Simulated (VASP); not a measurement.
# Zn (Im-3m) in VASP: settings compared

The runs below take Zn through relaxation of cell and atoms, single point, with PBEsol, HSE06, PBE0, PBE.

All numbers are computed with VASP 6.6.1; they aren't measurements. Logs are shortened: lines on timing, memory, paths and dates and some standing lists are left out, and cuts for length are marked.

**1. The cell of the first run**

Symmetry: Im-3m, No. 229, cubic system. Conventional cell: a = 3.138 Å, b = 3.138 Å, c = 3.138 Å, α = 90.00°, β = 90.00°, γ = 90.00°. Zn (site symmetry m-3m) has 14 Zn at 2.72 to 3.14 Å within 3.6 Å.

**2. Relaxation of cell and atoms, PBEsol, target pressure 30 GPa, at which the enthalpy is minimised**

INCAR

```
SYSTEM = Zn
ALGO = Normal
EDIFF = 1E-6
EDIFFG = -0.01
ENCUT = 600
GGA = PS
IBRION = 2
ISIF = 3
ISMEAR = -1
LASPH = .TRUE.
LCHARG = .FALSE.
LREAL = .FALSE.
LWAVE = .FALSE.
NELM = 80
NSW = 60
PREC = Accurate
PSTRESS = 300.0
SIGMA = 0.05
```

KPOINTS

```
k-points
0
G
  12 12 12
  0 0 0
```

POSCAR

```
Zn
1.0
   -1.5690370000      1.5690370000      1.5690370000
    1.5690370000     -1.5690370000      1.5690370000
    1.5690370000      1.5690370000     -1.5690370000
Zn
1
Direct
    0.0000000000      0.0000000000      0.0000000000
```

Potentials or basis: VASP PAW PBE potentials, release 64 (Zn).

Started as:

```bash
cat potpaw_PBE.64/Zn/POTCAR > POTCAR
mpirun -np 1 vasp_std > vasp.out
```

OUTCAR:

```text
SYSTEM = Zn
   EDIFF = 1E-6
   EDIFFG = -0.01
   ENCUT = 600
   GGA = PS
   IBRION = 2
   ISIF = 3
   ISMEAR = -1
   LASPH = .TRUE.
   LREAL = .FALSE.
   NELM = 80
   NSW = 60
   PREC = Accurate
   PSTRESS = 300.0

 ion  position               nearest neighbor table
   1  0.000  0.000  0.000-

  LATTYP: Found a body centered cubic cell.
 ALAT       =     3.1380740000

  Lattice vectors:

 A1 = (  -1.5690370000,   1.5690370000,   1.5690370000)
 A2 = (   1.5690370000,  -1.5690370000,   1.5690370000)
 A3 = (   1.5690370000,   1.5690370000,  -1.5690370000)

Analysis of symmetry for initial positions (statically):
=====================================================================
 Subroutine PRICEL returns:
 Original cell was already a primitive cell.

 Routine SETGRP: Setting up the symmetry group for a
 body centered cubic supercell.

 Subroutine GETGRP returns: Found 48 space group operations
 (whereof 48 operations were pure point group operations)
 out of a pool of 48 trial point group operations.

The static configuration has the point symmetry O_h .

Analysis of symmetry for dynamics (positions and initial velocities):
=====================================================================
 Subroutine PRICEL returns:
 Original cell was already a primitive cell.

 Routine SETGRP: Setting up the symmetry group for a
 body centered cubic supercell.

 Subroutine GETGRP returns: Found 48 space group operations
 (whereof 48 operations were pure point group operations)
 out of a pool of 48 trial point group operations.

The dynamic configuration has the point symmetry O_h .

 Subroutine INISYM returns: Found 48 space group operations
 (whereof 48 operations are pure point group operations),
 and found     1 'primitive' translations

----------------------------------------------------------------------------------------

                                     Primitive cell

  volume of cell :      15.4511

  direct lattice vectors                    reciprocal lattice vectors
    -1.569037000  1.569037000  1.569037000     0.000000000  0.318666800  0.318666800
     1.569037000 -1.569037000  1.569037000     0.318666800  0.000000000  0.318666800
     1.569037000  1.569037000 -1.569037000     0.318666800  0.318666800  0.000000000

  length of vectors
     2.717651803  2.717651803  2.717651803     0.450662911  0.450662911  0.450662911

  position of ions in fractional coordinates (direct lattice)
     0.000000000  0.000000000  0.000000000

  ion indices of the primitive-cell ions
   primitive index   ion index
                 1           1

----------------------------------------------------------------------------------------

 KPOINTS: k-points

Automatic generation of k-mesh.
 Grid dimensions read from file:
 generate k-points for:   12   12   12

 Generating k-lattice:

  Cartesian coordinates                     Fractional coordinates (reciprocal lattice)
     0.000000000  0.026555567  0.026555567     0.083333333  0.000000000  0.000000000
     0.026555567  0.000000000  0.026555567     0.000000000  0.083333333  0.000000000
     0.026555567  0.026555567  0.000000000     0.000000000  0.000000000  0.083333333

  Length of vectors
     0.037555243  0.037555243  0.037555243

  Shift w.r.t. Gamma in fractional coordinates (k-lattice)
     0.000000000  0.000000000  0.000000000

 Subroutine IBZKPT returns following result:
 ===========================================

 Found     72 irreducible k-points:

 Following reciprocal coordinates:
            Coordinates               Weight
  0.000000  0.000000  0.000000      1.000000
  0.083333  0.000000  0.000000     12.000000
  0.166667  0.000000  0.000000     12.000000
  0.250000  0.000000  0.000000     12.000000
  0.333333  0.000000  0.000000     12.000000
  0.416667  0.000000  0.000000     12.000000
[... 16 lines left out ...]
  0.333333  0.083333  0.083333     24.000000
  0.416667  0.083333  0.083333     12.000000
 [... further k-points ...]
   k-points           NKPTS =     72   k-points in BZ     NKDIM =     72   number of bands    NBANDS=     10
   number of dos      NEDOS =    301   number of ions     NIONS =      1
   total plane-waves  NPLWV =  13824
   dimension x,y,z NGX =    24 NGY =   24 NGZ =   24
   dimension x,y,z NGXF=    48 NGYF=   48 NGZF=   48
   ions per type =               1
   NGX,Y,Z   is equivalent  to a cutoff of  14.68, 14.68, 14.68 a.u.
   NGXF,Y,Z  is equivalent  to a cutoff of  29.36, 29.36, 29.36 a.u.
 SYSTEM =  Zn
   PREC   = accura    normal or accurate (medium, high low for compatibility)
   ISTART =      0    job   : 0-new  1-cont  2-samecut
   ICHARG =      2    charge: 1-file 2-atom 10-const
   ISPIN  =      1    spin polarized calculation?
   LNONCOLLINEAR =      F non collinear calculations
   LSORBIT =      F    spin-orbit coupling
   LASPH  =      T    aspherical Exc in radial PAW
   ENCUT  =  600.0 eV  44.10 Ry    6.64 a.u.   5.43  5.43  5.43*2*pi/ulx,y,z
   NELM   =     80;   NELMIN=  2; NELMDL= -5     # of ELM steps
   EDIFF  = 0.1E-05   stopping-criterion for ELM
   LREAL  =      F    real-space projection
   EDIFFG = -.1E-01   stopping-criterion for IOM
   NSW    =     60    number of steps for IOM
   IBRION =      2    ionic relax: 0-MD 1-quasi-New 2-CG
   NFREE  =      1    steps in history (QN), initial steepest desc. (CG)
   ISIF   =      3    stress and relaxation
   ISYM   =      2    0-nonsym 1-usesym 2-fastsym
   POTIM  = 0.5000    time-step for ionic-motion
   TEBEG  =    0.0;   TEEND  =   0.0 temperature during run
   PSTRESS=  300.0 pullay stress
   NELECT =      12.0000    total number of electrons
   NUPDOWN=      -1.0000    fix difference up-down
   EMIN   =  10.00;   EMAX   =-10.00  energy-range for DOS
   EFERMI =   0.00;   METHOD = LEGACY
   ISMEAR =    -1;   SIGMA  =   0.05  broadening in eV -4-tet -1-fermi 0-gaus
   EFERMI_NEDOS =   21; number of points for ismear=-14 and -15
   IALGO  =     38    algorithm
   IMIX   =      4    mixing-type and parameters
     AMIX     =   0.40;   BMIX     =  1.00
     AMIX_MAG =   1.60;   BMIX_MAG =  1.00
  volume/ion in A,a.u.               =      15.45       104.27
  Fermi-wavevector in a.u.,A,eV,Ry     =   1.504811  2.843681 30.809811  2.264457
  Thomas-Fermi vector in A             =   2.615742
   LORBIT       =      0    0 simple, 1 ext, 2 COOP (PROOUT), +10 PAW based schemes
   GGA     = PS    functional components
   LHFCALC =     F    Hartree Fock is set to
   AEXX    =    0.0000 exact exchange contribution
   IVDW    =     0    specifies the selected vdW correction
   LEPSILON=     F    determine dielectric tensor
   LRPA    =     F    only Hartree local field effects (RPA)
 conjugate gradient relaxation of ions
 non-spin polarized calculation
  energy-cutoff  :      600.00
  volume of cell :       15.45
 maximum number of plane-waves:       533
 NGX is ok and might be reduce to    24
   NGX = 11   NGY = 11   NGZ = 11

--------------------------------------- Ionic step        1  -------------------------------------------

 number of electron      11.9999995 magnetization

 Free energy of the ion-electron system (eV)
  ---------------------------------------------------
  ext. energy  EPLUGINS =         0.00000000
  ---------------------------------------------------
  free energy    TOTEN  =        -1.46934015 eV

  energy without entropy =       -1.46569330  energy(sigma->0) =       -1.46751672

------------------------ aborting loop because EDIFF is reached ----------------------------------------

  FORCE on cell =-STRESS in cart. coord.  units (eV):
  Direction    XX          YY          ZZ          XY          YZ          ZX
  --------------------------------------------------------------------------------------
  -------------------------------------------------------------------------------------
  Total       -0.4772276     -0.4772276     -0.4772276      0.0000000      0.0000000     -0.0000000
  in kB      -49.4853408    -49.4853408    -49.4853408      0.0000000      0.0000000     -0.0000000
  external PRESSURE =    -349.4853408 kB  Pullay stress =     300.0000000 kB
[... 24 lines left out ...]
--------------------------------------- Ionic step        2  -------------------------------------------

 number of electron      11.9999998 magnetization

 E-fermi :   8.8328     XC(G=0): -14.7388

 val. band max:        8.7233044614   @ k =   0.4167   0.1667  -0.0000
 cond. band min:       8.8426360487   @ k =   0.5000   0.5000   0.1667
 fundamental gap:      0.1193315873
 Fermi energy:         8.8327640054

 k-point     1 :       0.0000    0.0000    0.0000
  band No.  band energies     occupation
      1      -7.7389      2.00000
      2      -2.0676      2.00000
      3      -2.0676      2.00000
      4      -2.0676      2.00000
      5      -0.8374      2.00000
      6      -0.8374      2.00000
      7      33.6474      0.00000
      8      33.6474      0.00000
      9      33.6474      0.00000
     10      37.9955      0.00000
[... 287 lines left out ...]
 k-point    24 :       0.4167    0.0833    0.0833
  band No.  band energies     occupation
      1      -3.6635      2.00000
      2      -2.9091      2.00000
      3      -0.9148      2.00000
      4      -0.8382      2.00000
      5      -0.7130      2.00000
      6       4.1341      2.00000
      7       8.6114      1.97639
      8      20.1497      0.00000
      9      20.9196      0.00000
     10      33.8550      0.00000

 [... further k-points ...]
[... 5 lines left out ...]
  --------------------------------------------------------------------------------------
  -------------------------------------------------------------------------------------
  Total        7.0279544      7.0279544      7.0279544      0.0000000      0.0000000      0.0000000
  in kB     1241.0076261   1241.0076261   1241.0076261      0.0000000      0.0000000      0.0000000
  external PRESSURE =     941.0076261 kB  Pullay stress =     300.0000000 kB
[... 172 lines left out ...]
--------------------------------------- Ionic step        7  -------------------------------------------

 number of electron      11.9999996 magnetization

 Free energy of the ion-electron system (eV)
  ---------------------------------------------------
  ext. energy  EPLUGINS =         0.00000000
  ---------------------------------------------------
  free energy    TOTEN  =        -1.28400271 eV

  energy without entropy =       -1.28233350  energy(sigma->0) =       -1.28316811

 E-fermi :   5.6030     XC(G=0): -13.2099

 val. band max:        5.4215641466   @ k =   0.5000   0.5000   0.1667
 cond. band min:       5.6987286147   @ k =   0.4167   0.0833   0.0000
 fundamental gap:      0.2771644681
 Fermi energy:         5.6030494033

 k-point     1 :       0.0000    0.0000    0.0000
  band No.  band energies     occupation
      1      -7.6638      2.00000
      2      -3.4725      2.00000
      3      -3.4725      2.00000
      4      -3.4725      2.00000
      5      -2.6519      2.00000
      6      -2.6519      2.00000
      7      28.5892      0.00000
      8      28.5892      0.00000
      9      28.5892      0.00000
     10      29.5139      0.00000
[... 287 lines left out ...]
 k-point    24 :       0.4167    0.0833    0.0833
  band No.  band energies     occupation
      1      -4.4554      2.00000
      2      -3.9998      2.00000
      3      -2.6615      2.00000
      4      -2.5952      2.00000
      5      -2.5822      2.00000
      6       2.3306      2.00000
      7       5.1631      1.99970
      8      15.8786      0.00000
      9      15.9752      0.00000
     10      27.9666      0.00000

 [... further k-points ...]
[... 5 lines left out ...]
  --------------------------------------------------------------------------------------
  -------------------------------------------------------------------------------------
  Total        2.1785464      2.1785464      2.1785464      0.0000000      0.0000000     -0.0000000
  in kB      300.3770741    300.3770741    300.3770741      0.0000000      0.0000000     -0.0000000
  external PRESSURE =       0.3770741 kB  Pullay stress =     300.0000000 kB
[... 20 lines left out ...]
  energy  without entropy=       -1.2823335029  energy(sigma->0) =       -1.28316811

  enthalpy is  TOTEN    =         0.8918089046 eV   P V=        2.1758116193

 reached required accuracy - stopping structural energy minimisation
```

Run time: 24 s. Hardware: 1 thread of Intel Xeon 6975P-C (Granite Rapids), shared host; peak memory 0.15 GiB.

Results:

```yaml
Free_energy: -1.2840 eV
Relaxed_volume: 11.62 Å³/atom
Relaxed_cell: a = 2.471 Å, b = 2.471 Å, c = 2.471 Å, α = 109.47°, β = 109.47°, γ = 109.47°
Space_group_after_relaxing_to_0.05_Å: Im-3m (No. 229)
Energy_change_on_relaxing_the_enthalpy_is_what_falls: +185.3 meV/atom
Ionic_steps: 7
Pressure_after_relaxing: 30.0 GPa
Band_gap_on_the_k_mesh: zero (band 6 reaches 9.96 eV, above the bottom of band 7 at 4.89 eV)
```

The path:
```csv
step,energy change (eV),largest force (eV/Å),pressure (GPa),volume (Å³)
1,0.0000,0.0000,-4.95,15.45
2,1.2632,0.0000,124.10,9.07
3,0.1565,0.0000,26.90,11.78
4,0.1776,0.0000,29.26,11.66
5,0.1904,0.0000,30.58,11.59
6,0.1785,0.0000,29.34,11.66
7,0.1853,0.0000,30.04,11.62
```

Final structure:
```cif
data_structure
_symmetry_space_group_name_H-M 'P 1'
_symmetry_Int_Tables_number 1
_cell_length_a 2.4714
_cell_length_b 2.4714
_cell_length_c 2.4714
_cell_angle_alpha 109.471
_cell_angle_beta 109.471
_cell_angle_gamma 109.471
_cell_volume 11.62
loop_
_atom_site_label
_atom_site_type_symbol
_atom_site_fract_x
_atom_site_fract_y
_atom_site_fract_z
_atom_site_occupancy
Zn1 Zn 0.00000 0.00000 0.00000 1
```

Caveat: the cell is relaxed towards a set pressure, so the enthalpy falls and the energy may rise; the volume moved by over 15 % at a fixed basis, so the end points are rough; the PAW data sets were made with another functional, which shifts forces and pressure a little.

**3. Single point, HSE06**

POSCAR is that of step 2.

INCAR.step1

```
ALGO = Normal
EDIFF = 1E-5
ENCUT = 520
GGA = PE
ISIF = 2
ISMEAR = -1
LASPH = True
LCHARG = False
LREAL = False
LWAVE = True
NBANDS = 12
NELM = 60
PREC = Accurate
SIGMA = 0.05
```

INCAR.step2

```
ALGO = Normal
EDIFF = 1E-6
ENCUT = 520
GGA = PE
HFSCREEN = 0.2079
ISIF = 2
ISMEAR = -1
ISTART = 1
LASPH = True
LCHARG = False
LHFCALC = True
LREAL = False
LWAVE = False
NBANDS = 12
NELM = 60
PREC = Accurate
PRECFOCK = Normal
SIGMA = 0.05
```

KPOINTS

```
k-points
0
Gamma
  7 7 7
```

Potentials or basis: VASP PAW PBE potentials, release 64 (Zn).

Started as:

```bash
cat potpaw_PBE.64/Zn/POTCAR > POTCAR
cp INCAR.step1 INCAR
mpirun -np 1 vasp_std > vasp.out
cp INCAR.step2 INCAR
mpirun -np 1 vasp_std > vasp.out
```

Wall time 5.9 min (1 thread of Intel Xeon 6975P-C (Granite Rapids), shared host); peak memory 0.23 GiB.

The run converged. Its results:

```
Free energy            : -1.2109 eV
Pressure               : -1.2 GPa
Band gap on the k mesh : zero (band 6 reaches 5.60 eV, above the bottom of band 7 at 2.41 eV)
```

Levels at points of the mesh, in eV from the Fermi level:
```
           k point  band 2  band 3  band 4  band 5  band 6  band 7  band 8  band 9  band 10  band 11
(0.00, 0.00, 0.00)   -9.66   -9.66   -9.66   -9.17   -9.17   20.83   20.83   20.83    21.98    21.98
```

Caveat: the k points lie up to 0.40 Å⁻¹ apart; the PAW data sets were made with another functional, which shifts forces and pressure a little.

**4. Single point, PBE0**

POSCAR is that of step 3.

INCAR.step1

```
SYSTEM = Zn
PREC = Accurate
ENCUT = 520
EDIFF = 1E-5
ISMEAR = -1
SIGMA = 0.05
LREAL = .FALSE.
LASPH = .TRUE.
NELM = 100
ALGO = Normal
ISIF = 2
LWAVE = .TRUE.
GGA = PE
NBANDS = 12
```

INCAR.step2

```
SYSTEM = Zn
PREC = Accurate
ENCUT = 520
EDIFF = 1E-6
ISMEAR = -1
SIGMA = 0.05
LREAL = .FALSE.
LASPH = .TRUE.
NELM = 100
ALGO = Normal
ISIF = 2
LWAVE = .FALSE.
LCHARG = .TRUE.
GGA = PE
LHFCALC = .TRUE.
AEXX = 0.25
PRECFOCK = Normal
LELF = .TRUE.
LVHAR = .TRUE.
ISTART = 1
NBANDS = 12
```

KPOINTS

```
Automatic mesh
0
G
  7 7 7
  0 0 0
```

Started as:

```bash
cat potpaw_PBE.64/Zn/POTCAR > POTCAR
cp INCAR.step1 INCAR
mpirun -np 1 vasp_std > vasp.out
cp INCAR.step2 INCAR
mpirun -np 1 vasp_std > vasp.out
```

Wall time 5.4 min (1 thread of Intel Xeon 6975P-C (Granite Rapids), shared host); peak memory 0.13 GiB.

The run converged. Its results:

```yaml
Free_energy: -1.2369 eV
Pressure: -1.7 GPa
Band_gap_on_the_k_mesh: zero (band 6 reaches 5.90 eV, above the bottom of band 7 at 2.13 eV)
```

Levels at points of the mesh, in eV from the Fermi level:
```tsv
k point	band 4	band 5	band 6	band 7	band 8	band 9
(0.00, 0.00, 0.00)	-9.82	-9.33	-9.33	21.49	21.49	21.49
```

Caveat: the k points lie up to 0.40 Å⁻¹ apart; the PAW data sets were made with another functional, which shifts forces and pressure a little.

**5. Single point, PBE**

INCAR

```
SYSTEM = Zn
ALGO     = Normal         ! electronic algorithm
EDIFF    = 1E-6           ! SCF threshold, eV
ENCUT    = 520            ! plane-wave cutoff, eV
GGA      = PE             ! functional
ISIF     = 2              ! what is computed and relaxed
ISMEAR   = -1             ! smearing method
LASPH    = .TRUE.         ! aspherical terms in the spheres
LCHARG   = .FALSE.        ! write CHGCAR
LREAL    = .FALSE.        ! projectors in reciprocal space
LWAVE    = .FALSE.        ! write WAVECAR
NBANDS   = 12             ! bands
NELM     = 100            ! most SCF steps
PREC     = Accurate       ! precision mode
SIGMA    = 0.05           ! smearing width, eV
```

KPOINTS

```
k-points
0
G
  12 12 12
  0 0 0
```

POSCAR is that of step 4.

Started as:

```bash
cat potpaw_PBE.64/Zn/POTCAR > POTCAR
mpirun -np 1 vasp_std > vasp.out
```

It took 13 s on 1 thread of Intel Xeon 8259CL, shared host; peak memory 0.13 GiB.

It converged, with:

* Free energy: -1.0185 eV
* Pressure: 0.0 GPa
* Band gap on the k mesh: zero (band 6 reaches 7.27 eV, above the bottom of band 7 at 2.09 eV)

Levels at points of the mesh, in eV from the Fermi level:
| k point | band 2 | band 3 | band 4 | band 5 | band 6 | band 7 | band 8 | band 9 | band 10 | band 11 |
| --- | --- | --- | --- | --- | --- | --- | --- | --- | --- | --- |
| (0.00, 0.00, 0.00) | -7.73 | -7.73 | -7.73 | -7.23 | -7.23 | 18.99 | 18.99 | 18.99 | 20.74 | 20.74 |
| (0.50, 0.00, 0.00) | -8.03 | -7.26 | -7.20 | -6.90 | -2.61 | -0.97 | 11.30 | 12.69 | 15.29 | 16.72 |
| (0.50, 0.50, 0.50) | -8.28 | -6.98 | -6.98 | -6.98 | 4.21 | 4.21 | 4.21 | 7.47 | 8.57 | 8.57 |

**6. Summary**

```tsv
task	level	cell	k mesh	cutoff (eV)	grid for exact exchange (PRECFOCK)	screening parameter	gap on the mesh (eV)	pressure (GPa)
relaxation of cell and atoms	PBEsol	relaxed to 30 GPa	12 × 12 × 12	600	-	-	none	30.0
single point	HSE06	as given	7 × 7 × 7	520	Normal	0.2079 1/Å	none	-1.2
single point	PBE0	as given	7 × 7 × 7	520	Normal	-	none	-1.7
single point	PBE	as given	12 × 12 × 12	520	-	-	none	0.0
```

Alike in all rows: potentials or basis VASP PAW PBE potentials, release 64 (Zn); no spin polarisation; smearing fermi-dirac 0.05 eV.

Caveats: some runs use coarse meshes; the PAW data sets were made with another functional, which shifts forces and pressure a little (some runs); the cell is relaxed towards a set pressure, so the enthalpy falls and the energy may rise (some runs); the volume moved by over 15 % at a fixed basis, so the end points are rough (some runs).

Total energies depend on the potentials used, so only differences within one code and one set of settings carry meaning.
